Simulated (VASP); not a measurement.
Write the native input for VASP 6.6.1 that does the following.

```
Task                   : single point
Functional             : LDA
Potentials or basis    : VASP PAW LDA potentials, release 64 (Rh_pv)
Cutoff                 : 520 eV
k mesh                 : 22 × 22 × 22
Occupations            : gaussian, width 0.15 eV
Spin                   : collinear spin, ferromagnetic start
Starting moments       : [1.0] μB
Fixed moment           : 1 μB
Dipole correction      : no
Further INCAR settings : ALGO = Normal; EDIFF = 1e-06; NBANDS = 18
```

The structure of Rh lies in POSCAR:

```
Rh
1.0
    0.0000000000      1.7568979448      1.7568979448
    1.7568979448      0.0000000000      1.7568979448
    1.7568979448      1.7568979448      0.0000000000
Rh
1
Direct
    0.0000000000      0.0000000000      0.0000000000
```

The input as run:

INCAR

```
SYSTEM = Rh
ALGO = Normal
EDIFF = 1E-6
ENCUT = 520
ISIF = 2
ISMEAR = 0
ISPIN = 2
LASPH = .TRUE.
LCHARG = .FALSE.
LMAXMIX = 4
LORBIT = 11
LREAL = .FALSE.
LWAVE = .FALSE.
MAGMOM = 1
NBANDS = 18
NELM = 150
NUPDOWN = 1.0
PREC = Accurate
SIGMA = 0.15
```

KPOINTS

```
k-points
0
G
  22 22 22
  0 0 0
```

Potentials or basis: VASP PAW LDA potentials, release 64 (Rh_pv).

Run with:

```bash
$ cat potpaw_LDA.64/Rh_pv/POTCAR > POTCAR
$ mpirun -np 1 vasp_std > vasp.out
```

Results of the run:

The pressure is 118.1 GPa, the net moment is 1.00 μB per cell and the site moments are Rh +0.97 μB. The valence electrons inside the program's atomic spheres are Rh 14.38.

Caveat: the cell stands under pressure; the total moment is fixed, so each spin has its own Fermi level.

Wall time 35 s on 1 thread of Intel(R) Xeon(R) 6975P-C (Granite Rapids), on a shared host, peak memory 0.19 GiB.
